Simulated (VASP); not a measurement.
# CoSi2 (Fm-3m) in VASP: notebook, part 2 of 2

VASP 6.6.1. The steps go on from the part before.

## Step 4: Single point, PBEsol

This run uses another cell than the first one, of 12.25 Å³/atom.

The input, INCAR:

```
  ALGO = Normal
  EDIFF = 1E-6
  ENCUT = 520
  GGA = PS
  ISIF = 2
  ISMEAR = 0
  LASPH = T
  LCHARG = F
  LREAL = F
  LWAVE = F
  NBANDS = 16
  NELM = 100
  PREC = Accurate
  SIGMA = 0.1
```

The input, KPOINTS:

```
k-points
0
Gamma
  14 14 14
```

The input, POSCAR:

```
CoSi2
1.0
    0.0000000000      2.6386078937      2.6386078937
    2.6386078937      0.0000000000      2.6386078937
    2.6386078937      2.6386078937      0.0000000000
Co Si
1 2
Direct
    0.0000000000      0.0000000000      0.0000000000
    0.2500000000      0.2500000000      0.2500000000
    0.7500000000      0.7500000000      0.7500000000
```

On the command line:

```sh
$ cat potpaw_PBE.64/Co/POTCAR potpaw_PBE.64/Si/POTCAR > POTCAR
$ mpirun -np 1 vasp_std > vasp.out
```

Run time: 47 s. Hardware: 1 thread of Intel Xeon Platinum 8488C (Sapphire Rapids), shared host; peak memory 0.19 GiB.

It converged, with:

```
Free energy            : -20.9746 eV
Pressure               : 4.1 GPa
Band gap on the k mesh : zero (an odd number of electrons rules out a gap without spin polarisation)
```

Levels at points of the mesh, in eV from the Fermi level:
| k point | band 6 | band 7 | band 8 | band 9 | band 10 | band 11 | band 12 | band 13 |
| --- | --- | --- | --- | --- | --- | --- | --- | --- |
| (0.00, 0.00, 0.00) | -2.07 | 1.22 | 3.42 | 3.42 | 3.42 | 3.59 | 3.59 | 3.59 |
| (0.50, 0.00, 0.00) | -1.77 | -1.77 | -0.50 | -0.50 | 2.78 | 3.54 | 3.54 | 4.73 |
| (0.50, 0.50, 0.00) | -2.11 | -2.11 | -2.08 | -1.45 | 1.75 | 2.88 | 8.62 | 10.03 |

Caveat: the cell stands under pressure; the PAW data sets were made with another functional, which shifts forces and pressure a little; the run has no spin polarisation, though such a crystal can be magnetic. Spin polarisation is off, so any magnetic state and its effect on volume and gap are missing.

## Step 5: Single point, PBEsol

This run uses another cell than the first one, of 12.43 Å³/atom.

The input, INCAR:

```
SYSTEM = CoSi2
PREC     = Accurate       ! precision mode
ENCUT    = 520            ! plane-wave cutoff, eV
EDIFF    = 1E-6           ! SCF threshold, eV
ISMEAR   = 0              ! smearing method
SIGMA    = 0.1            ! smearing width, eV
LREAL    = .FALSE.        ! projectors in reciprocal space
LASPH    = .TRUE.         ! aspherical terms in the spheres
NELM     = 100            ! most SCF steps
ALGO     = Normal         ! electronic algorithm
ISIF     = 2              ! what is computed and relaxed
LWAVE    = .FALSE.        ! write WAVECAR
LCHARG   = .FALSE.        ! write CHGCAR
GGA      = PS             ! functional
NBANDS   = 16             ! bands
```

The input, KPOINTS:

```
Automatic mesh
0
G
  14 14 14
  0 0 0
```

The input, POSCAR:

```
CoSi2
1.0
    0.0000000000      2.6516187007      2.6516187007
    2.6516187007      0.0000000000      2.6516187007
    2.6516187007      2.6516187007      0.0000000000
Co Si
1 2
Direct
    0.0000000000      0.0000000000      0.0000000000
    0.2500000000      0.2500000000      0.2500000000
    0.7500000000      0.7500000000      0.7500000000
```

On the command line:

```sh
$ cat potpaw_PBE.64/Co/POTCAR potpaw_PBE.64/Si/POTCAR > POTCAR
$ mpirun -np 1 vasp_std > vasp.out
```

It took 45 s on 1 thread of Intel Xeon Platinum 8488C (Sapphire Rapids), shared host; peak memory 0.19 GiB.

Results (log left out):

* Free energy: -20.9836 eV
* Pressure: 1.1 GPa
* Band gap on the k mesh: zero (an odd number of electrons rules out a gap without spin polarisation)

Levels at points of the mesh, in eV from the Fermi level:
```tsv
k point	band 5	band 6	band 7	band 8	band 9	band 10	band 11	band 12	band 13	band 14
(0.00, 0.00, 0.00)	-2.02	-2.02	1.07	3.42	3.42	3.42	3.53	3.53	3.53	5.77
(0.50, 0.00, 0.00)	-2.28	-1.73	-1.73	-0.49	-0.49	2.73	3.50	3.50	4.60	10.48
(0.50, 0.50, 0.00)	-3.75	-2.07	-2.07	-2.03	-1.41	1.69	2.88	8.60	9.88	9.88
```

Caveat: the PAW data sets were made with another functional, which shifts forces and pressure a little; the run has no spin polarisation, though such a crystal can be magnetic. Spin polarisation is off, so any magnetic state and its effect on volume and gap are missing.

## Step 6: Single point, PBEsol

This run uses another cell than the first one, of 12.56 Å³/atom.

The input, INCAR:

```
PREC = Accurate
ENCUT = 520
EDIFF = 1E-7
ISMEAR = 0
SIGMA = 0.1
LREAL = False
LASPH = True
NELM = 60
ALGO = Normal
ISIF = 2
LWAVE = False
LCHARG = False
GGA = PS
NBANDS = 16
```

The input, KPOINTS:

```
Automatic mesh
0
Gamma
  14 14 14
```

The input, POSCAR:

```
CoSi2
1.0
    0.0000000000      2.6607662462      2.6607662462
    2.6607662462      0.0000000000      2.6607662462
    2.6607662462      2.6607662462      0.0000000000
Co Si
1 2
Direct
    0.0000000000      0.0000000000      0.0000000000
    0.2500000000      0.2500000000      0.2500000000
    0.7500000000      0.7500000000      0.7500000000
```

Potentials or basis: VASP PAW PBE potentials, release 64 (Co, Si).

On the command line:

```sh
$ cat potpaw_PBE.64/Co/POTCAR potpaw_PBE.64/Si/POTCAR > POTCAR
$ mpirun -np 1 vasp_std > vasp.out
```

It took 46 s on 1 thread of Intel Xeon Platinum 8488C (Sapphire Rapids), shared host; peak memory 0.19 GiB.

The run converged. Its results:

* Free energy: -20.9839 eV
* Pressure: -0.9 GPa
* Band gap on the k mesh: zero (an odd number of electrons rules out a gap without spin polarisation)

Levels at points of the mesh, in eV from the Fermi level:
| k point | band 5 | band 6 | band 7 | band 8 | band 9 | band 10 | band 11 | band 12 | band 13 | band 14 |
| --- | --- | --- | --- | --- | --- | --- | --- | --- | --- | --- |
| (0.00, 0.00, 0.00) | -1.99 | -1.99 | 0.97 | 3.42 | 3.42 | 3.42 | 3.49 | 3.49 | 3.49 | 5.73 |
| (0.50, 0.00, 0.00) | -2.25 | -1.70 | -1.70 | -0.49 | -0.49 | 2.70 | 3.47 | 3.47 | 4.51 | 10.43 |
| (0.50, 0.50, 0.00) | -3.72 | -2.04 | -2.04 | -2.00 | -1.39 | 1.64 | 2.87 | 8.59 | 9.77 | 9.77 |

Caveat: the PAW data sets were made with another functional, which shifts forces and pressure a little; the run has no spin polarisation, though such a crystal can be magnetic. Spin polarisation is off, so any magnetic state and its effect on volume and gap are missing.

## Step 7: Summary

```tsv
cell	gap on the mesh (eV)	pressure (GPa)
a = 3.630 Å, angles 60.0°, 3 atoms	none	25.2
a = 3.689 Å, angles 60.0°, 3 atoms	none	12.2
a = 3.732 Å, angles 60.0°, 3 atoms	none	4.1
a = 3.750 Å, angles 60.0°, 3 atoms	none	1.1
a = 3.763 Å, angles 60.0°, 3 atoms	none	-0.9
```

Alike in all rows: task single point; level PBEsol; potentials or basis VASP PAW PBE potentials, release 64 (Co, Si); no spin polarisation; k mesh 14 × 14 × 14; cutoff (eV) 520; smearing gaussian 0.1 eV.

Caveats: the PAW data sets were made with another functional, which shifts forces and pressure a little; the run has no spin polarisation, though such a crystal can be magnetic; the cell stands under pressure (at least some runs).

Absolute energies hang on the potentials; compare differences alone.
